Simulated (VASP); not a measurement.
A run of VASP 6.6.1 is set up as follows.

File INCAR:

```
ALGO = Normal ; EDIFF = 1E-6
ENCUT = 520 ; GGA = PE
ISIF = 2 ; ISMEAR = 0
LASPH = T ; LCHARG = F
LREAL = F ; LWAVE = F
NBANDS = 26 ; NELM = 60
PREC = Accurate ; SIGMA = 0.05
```

Contents of KPOINTS:

```
k-points
0
Gamma
  8 8 3
```

The input POSCAR:

```
AlN
1.0
   -3.1110021516      0.0000000000      0.0000000000
   -1.5555010758     -2.6942068945      0.0000000000
   -1.9445318949     -1.1226760129      9.9560000000
Al N
4 4
Direct
   -0.0432592917     -0.0432592917      0.9037500000
    0.1650907083      0.1650907083      0.4037500000
    0.6025990417      0.6025990417      0.1537500000
    0.3942490417      0.3942490417      0.6537500000
    0.2932259583      0.2932259583      0.0962500000
    0.0848759583      0.0848759583      0.5962500000
    0.5223842917      0.5223842917      0.3462500000
    0.3140342917      0.3140342917      0.8462500000
```

Potentials or basis: VASP PAW PBE potentials, release 64 (Al, N).

The run is started by

```console
$ cat potpaw_PBE.64/Al/POTCAR potpaw_PBE.64/N/POTCAR > POTCAR
$ mpirun -np 1 vasp_std > vasp.out
```

(1) Predict the band gap on the k mesh.

(2) What does it give for the pressure?

(3) What does it give for the largest force?

Answers

(1) 2.79 eV, indirect (least direct gap 2.81 eV).

(2) 3.1 GPa.

(3) 1.494 eV/Å.

Caveat: forces of over 1 eV/Å act on the atoms, so gaps and moduli don't describe the material at rest.
